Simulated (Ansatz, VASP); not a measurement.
## SbRh3 in VASP and in Ansatz

The input INCAR:

```
  PREC = Accurate
  ENCUT = 520
  EDIFF = 1E-7
  ISMEAR = 0
  SIGMA = 0.15
  LREAL = False
  LASPH = True
  NELM = 100
  ALGO = Normal
  ISIF = 2
  LWAVE = False
  LCHARG = False
  NBANDS = 33
```

File KPOINTS:

```
Automatic mesh
0
Gamma
  12 12 12
```

File POSCAR:

```
SbRh3
1.0
    3.6847319101      0.0000000000      0.0000000000
    0.0000000000      3.6847319101      0.0000000000
    0.0000000000      0.0000000000      3.9756317977
Sb Rh
1 3
Direct
    0.0000000000      0.0000000000      0.0000000000
    0.5000000000      0.5000000000      0.0000000000
    0.5000000000      0.0000000000      0.5000000000
    0.0000000000      0.5000000000      0.5000000000
```

Input for Ansatz:

```yaml
crystal:
  lattice:
    - [3.6847319101, 0.0, 0.0]
    - [0.0, 3.6847319101, 0.0]
    - [0.0, 0.0, 3.9756317977]
  atoms:
    - { symbol: Sb, position: [0.0, 0.0, 0.0] }
    - { symbol: Rh, position: [0.5, 0.5, 0.0] }
    - { symbol: Rh, position: [0.5, 0.0, 0.5] }
    - { symbol: Rh, position: [0.0, 0.5, 0.5] }
basis:
  ecutwfc: 420
kpoints:
  mp_grid: { grid: [12, 12, 12] }
hamiltonian:
  xc: lda
scf:
  occupations: { method: gaussian, width: 0.15 }
output:
  forces: true
  stress: true
  eigenvalues: true
```

Change from the starting cell: strain -0.050 along x and y, +0.025 along z, atoms carried along.

Alike in both runs: task single point; functional LDA; k mesh 12 × 12 × 12; occupations gaussian, width 0.15 eV; no spin polarisation.

|  | VASP | Ansatz |
| --- | --- | --- |
| version | VASP 6.6.1 | Ansatz 0.2.0 |
| potentials or method | VASP PAW LDA potentials, release 64 (Sb, Rh_pv), cutoff 520 eV | scalar-relativistic, plane waves, PAW |
| valence electrons in the cell | 50 | 66 |

```tsv
	VASP	Ansatz	Ansatz less VASP
gap on the k mesh at the Fermi level (eV)	none	none	-
pressure (GPa)	25.9	24.9	-0.95
traceless stress, the component that is largest in VASP (GPa)	-11.97	-12.01	-0.043
```

LDA's correlation is that of Perdew and Zunger in VASP and of Perdew and Wang (1992) in Ansatz. A gap of «none» marks a metal or a gap that the smearing closes. VASP's potentials hold 50 valence electrons a cell and Ansatz's 66, so a difference there can come from the potentials and not from the codes.

Neither program's run includes spin-orbit coupling.
